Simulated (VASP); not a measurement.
# Na (P6_3/mmc) in VASP: single point with MS2

Aim: the single point of Na with MS2.

Everything below comes from runs of VASP 6.6.1. Logs are shortened: lines on timing, memory, paths and dates and some standing lists are left out, and cuts for length are marked.

### 1 The cell of the first run

The structure is hexagonal, space group P6_3/mmc (No. 194). The conventional cell has a = 3.767 Å, b = 3.767 Å, c = 6.154 Å, α = 90.00°, β = 90.00°, γ = 120.00°. Within 4.9 Å of Na (site symmetry -6m2) lie 12 Na at 3.77 Å.

This isn't the form of Na at room conditions, which is bcc.

### 2 Single point, MS2

Contents of INCAR:

```
SYSTEM = Na
METAGGA = MS2 ; ISMEAR = 1
SIGMA = 0.1 ; LWAVE = .FALSE.
LCHARG = .FALSE. ; ISIF = 2
PREC = Accurate ; LASPH = .TRUE.
LREAL = .FALSE. ; ALGO = Normal
EDIFF = 1E-6 ; NELM = 120
GGA_COMPAT = .FALSE. ; ENCUT = 500
LMIXTAU = .TRUE.
```

Contents of KPOINTS:

```
k-points
0
Gamma
  10 10 6
```

Contents of POSCAR:

```
Na
1.0
    3.7670000000      0.0000000000      0.0000000000
   -1.8835000000      3.2623176961      0.0000000000
    0.0000000000      0.0000000000      6.1540000000
Na
2
Direct
    0.6666666667      0.3333333333      0.7500000000
    0.3333333333      0.6666666667      0.2500000000
```

Potentials or basis: VASP PAW PBE potentials, release 64 (Na_pv).

Launch:

```bash
cat potpaw_PBE.64/Na_pv/POTCAR > POTCAR
mpirun -np 1 vasp_std > vasp.out
```

OUTCAR:

```text
SYSTEM = Na
   METAGGA = MS2
   ISMEAR = 1
   ISIF = 2
   PREC = Accurate
   LASPH = .TRUE.
   LREAL = .FALSE.
   EDIFF = 1E-6
   NELM = 120
   ENCUT = 500

 Found     56 irreducible k-points:

 Following reciprocal coordinates:
            Coordinates               Weight
  0.000000  0.000000  0.000000      1.000000
  0.100000 -0.000000  0.000000      6.000000
  0.200000 -0.000000  0.000000      6.000000
  0.300000  0.000000  0.000000      6.000000
  0.400000 -0.000000  0.000000      6.000000
  0.500000 -0.000000  0.000000      3.000000
   k-points           NKPTS =     56   k-points in BZ     NKDIM =     56   number of bands    NBANDS=     11
   number of dos      NEDOS =    301   number of ions     NIONS =      2
   total plane-waves  NPLWV =  37632
   dimension x,y,z NGX =    28 NGY =   28 NGZ =   48
   dimension x,y,z NGXF=    56 NGYF=   56 NGZF=   96
   ions per type =               2
   NGX,Y,Z   is equivalent  to a cutoff of  12.36, 12.36, 12.97 a.u.
   NGXF,Y,Z  is equivalent  to a cutoff of  24.71, 24.71, 25.93 a.u.
 SYSTEM =  Na
   PREC   = accura    normal or accurate (medium, high low for compatibility)
   ISTART =      0    job   : 0-new  1-cont  2-samecut
   ICHARG =      2    charge: 1-file 2-atom 10-const
   ISPIN  =      1    spin polarized calculation?
   LNONCOLLINEAR =      F non collinear calculations
   LSORBIT =      F    spin-orbit coupling
   LASPH  =      T    aspherical Exc in radial PAW
   ENCUT  =  500.0 eV  36.75 Ry    6.06 a.u.   6.87  6.87 11.22*2*pi/ulx,y,z
   NELM   =    120;   NELMIN=  2; NELMDL= -5     # of ELM steps
   EDIFF  = 0.1E-05   stopping-criterion for ELM
   LREAL  =      F    real-space projection
   EDIFFG = 0.1E-04   stopping-criterion for IOM
   NSW    =      0    number of steps for IOM
   IBRION =     -1    ionic relax: 0-MD 1-quasi-New 2-CG
   NFREE  =      0    steps in history (QN), initial steepest desc. (CG)
   ISIF   =      2    stress and relaxation
   ISYM   =      2    0-nonsym 1-usesym 2-fastsym
   POTIM  = 0.5000    time-step for ionic-motion
   TEBEG  =    0.0;   TEEND  =   0.0 temperature during run

   SCALEE = 1.0000    scale energy and forces
   PSTRESS=    0.0 pullay stress
   NELECT =      14.0000    total number of electrons
   NUPDOWN=      -1.0000    fix difference up-down
   EMIN   =  10.00;   EMAX   =-10.00  energy-range for DOS
   EFERMI =   0.00;   METHOD = LEGACY
   ISMEAR =     1;   SIGMA  =   0.10  broadening in eV -4-tet -1-fermi 0-gaus
   EFERMI_NEDOS =   21; number of points for ismear=-14 and -15
   IALGO  =     38    algorithm
   IMIX   =      4    mixing-type and parameters
     AMIX     =   0.40;   BMIX     =  1.00
     AMIX_MAG =   1.60;   BMIX_MAG =  1.00
  volume/ion in A,a.u.               =      37.81       255.18
  Fermi-wavevector in a.u.,A,eV,Ry     =   0.933020  1.763153 11.844235  0.870527
  Thomas-Fermi vector in A             =   2.059678
   LORBIT       =      0    0 simple, 1 ext, 2 COOP (PROOUT), +10 PAW based schemes
   METAGGA = MS2    functional components
   LHFCALC =     F    Hartree Fock is set to
   AEXX    =    0.0000 exact exchange contribution
   IVDW    =     0    specifies the selected vdW correction
   LEPSILON=     F    determine dielectric tensor
   LRPA    =     F    only Hartree local field effects (RPA)

   CSHIFT  =0.1000    complex shift for real part using Kramers Kronig

   OMEGAMAX=  -1.0    maximum frequency
 non-spin polarized calculation
 Methfessel and Paxton  Order N= 1 SIGMA  =   0.10
  energy-cutoff  :      500.00
  volume of cell :       75.63
 maximum number of plane-waves:      1946
 NGX is ok and might be reduce to    28
   NGX = 13   NGY = 13   NGZ = 23

 number of electron      14.0000011 magnetization

 Free energy of the ion-electron system (eV)
  ---------------------------------------------------
  ext. energy  EPLUGINS =         0.00000000
  ---------------------------------------------------
  free energy    TOTEN  =        -8.99491193 eV

  energy without entropy =       -8.99475236  energy(sigma->0) =       -8.99485874

 E-fermi :   0.1979     XC(G=0):  -6.5904

 val. band max:        0.1563035757   @ k =   0.3000   0.2000   0.3333
 cond. band min:       0.2091915724   @ k =   0.1000   0.1000   0.1667
 fundamental gap:      0.0528879967
 Fermi energy:         0.1979173229

 k-point     1 :       0.0000    0.0000    0.0000
  band No.  band energies     occupation
      1     -25.2814      2.00000
      2     -25.2544      2.00000
      3     -25.2544      2.00000
      4     -25.2506      2.00000
      5     -25.2501      2.00000
      6     -25.2501      2.00000
      7      -3.0029      2.00000
      8       0.8045     -0.00000
      9       1.2105     -0.00000
     10      10.1400      0.00000
     11      10.1400      0.00000

 k-point     2 :       0.1000   -0.0000    0.0000
  band No.  band energies     occupation
      1     -25.2803      2.00000
      2     -25.2566      2.00000
      3     -25.2551      2.00000
      4     -25.2523      2.00000
      5     -25.2510      2.00000
      6     -25.2504      2.00000
      7      -2.8558      2.00000
      8       0.9350     -0.00000
      9       1.3538     -0.00000
     10       8.1297      0.00000
     11       9.2797      0.00000

 k-point     3 :       0.2000   -0.0000    0.0000
  band No.  band energies     occupation
      1     -25.2776      2.00000
      2     -25.2624      2.00000
      3     -25.2583      2.00000
      4     -25.2569      2.00000
      5     -25.2521      2.00000
      6     -25.2515      2.00000
      7      -2.4172      2.00000
      8       1.3272     -0.00000
      9       1.7743     -0.00000
     10       5.9432      0.00000
     11       8.4580      0.00000

 k-point     4 :       0.3000    0.0000    0.0000
  band No.  band energies     occupation
      1     -25.2738      2.00000
      2     -25.2697      2.00000
      3     -25.2654      2.00000
      4     -25.2591      2.00000
      5     -25.2540      2.00000
      6     -25.2528      2.00000
      7      -1.6942      2.00000
      8       1.9827     -0.00000
      9       2.4055      0.00000
     10       4.0219      0.00000
     11       7.2674      0.00000

 k-point     5 :       0.4000   -0.0000    0.0000
  band No.  band energies     occupation
      1     -25.2756      2.00000
      2     -25.2711      2.00000
      3     -25.2698      2.00000
      4     -25.2608      2.00000
      5     -25.2564      2.00000
      6     -25.2540      2.00000
      7      -0.6983      2.00000
      8       2.0016     -0.00000
      9       2.9040      0.00000
     10       3.6147      0.00000
     11       5.5543      0.00000

 k-point     6 :       0.5000   -0.0000    0.0000
  band No.  band energies     occupation
      1     -25.2780      2.00000
      2     -25.2733      2.00000
      3     -25.2678      2.00000
      4     -25.2615      2.00000
      5     -25.2578      2.00000
      6     -25.2544      2.00000
      7       0.4957     -0.00021
      8       0.6151     -0.00000
      9       4.0734      0.00000
     10       4.1148      0.00000
     11       4.5986      0.00000

 [... further k-points ...]
[... 5 lines left out ...]
  --------------------------------------------------------------------------------------
  -------------------------------------------------------------------------------------
  Total       -0.0984156     -0.0984156     -0.3001732      0.0000000      0.0000000      0.0000000
  in kB       -2.0849480     -2.0849480     -6.3592092      0.0000000      0.0000000      0.0000000
  external PRESSURE =      -3.5097017 kB  Pullay stress =       0.0000000 kB

 VOLUME and BASIS-vectors are now :
 -----------------------------------------------------------------------------
  energy-cutoff  :      500.00
  volume of cell :       75.63
      direct lattice vectors                 reciprocal lattice vectors
     3.767000000  0.000000000  0.000000000     0.265463233  0.153265269  0.000000000
    -1.883500000  3.262317696  0.000000000     0.000000000  0.306530538  0.000000000
     0.000000000  0.000000000  6.154000000     0.000000000  0.000000000  0.162495938

 POSITION                                       TOTAL-FORCE (eV/Angst)
 -----------------------------------------------------------------------------------
      1.88350      1.08744      4.61550         0.000000      0.000000      0.000000
     -0.00000      2.17488      1.53850        -0.000000     -0.000000      0.000000
 -----------------------------------------------------------------------------------
    total drift:                                0.000000     -0.000000      0.000000

  FREE ENERGIE OF THE ION-ELECTRON SYSTEM (eV)
  ---------------------------------------------------
  free  energy   TOTEN  =        -8.9949119279 eV

  energy  without entropy=       -8.9947523568  energy(sigma->0) =       -8.99485874
```

It took 3.5 min on 1 thread of Intel Xeon 6975P-C (Granite Rapids), shared host; peak memory 0.2 GiB.

What came out:

```yaml
Free_energy: -8.9949 eV
Pressure: -0.4 GPa
Band_gap_on_the_k_mesh: zero (bands 7 and 8 overlap by 3.72 eV)
```

Stress tensor (GPa, compression positive):
```
-0.21  0.00  0.00
 0.00 -0.21  0.00
 0.00  0.00 -0.64
```

Caveat: the PAW data sets were made with another functional, which shifts forces and pressure a little.

The gap in the log of VASP goes by the Fermi energy; the results here count the filled bands.